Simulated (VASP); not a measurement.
A run of VASP 6.6.1 is set up as follows.

The input INCAR:

```
SYSTEM = Ag
  ALGO = Fast
  EDIFF = 1E-7
  ENCUT = 520
  GGA = PS
  ISIF = 2
  ISMEAR = 0
  LASPH = .True.
  LCHARG = .True.
  LELF = .True.
  LREAL = .False.
  LVHAR = .True.
  LWAVE = .False.
  NBANDS = 30
  NELM = 60
  PREC = Accurate
  SIGMA = 0.1
```

KPOINTS

```
k-points
0
Gamma
  24 24 6
  0 0 0
```

The input POSCAR:

```
Ag
1.0
    2.8101129725      0.0000000000      0.0000000000
   -1.4050564862      2.4336292217      0.0000000000
    0.0000000000      0.0000000000      9.4774614430
Ag
4
Direct
    0.0000000000      0.0000000000      0.0000000000
    0.0000000000      0.0000000000      0.5000000000
    0.3333333333      0.6666666667      0.2500000000
    0.6666666667      0.3333333333      0.7500000000
```

Potentials or basis: VASP PAW PBE potentials, release 64 (Ag).

Launch:

```sh
$ cat potpaw_PBE.64/Ag/POTCAR > POTCAR
$ mpirun -np 1 vasp_std > vasp.out
```

Problem. Estimate the pressure.

Solution. 3.5 GPa.

Problem. Predict the band gap on the k mesh.

Solution. Zero (bands 22 and 23 overlap by 6.87 eV).

Stress tensor (GPa, compression positive):
```
4.89 0.00 0.00
0.00 4.89 0.00
0.00 0.00 0.73
```

Caveat: the cell differs from its parent crystal (biaxial strain in the a-b plane: -2.0 %); the cell stands under pressure; the PAW data sets were made with another functional, which shifts forces and pressure a little.
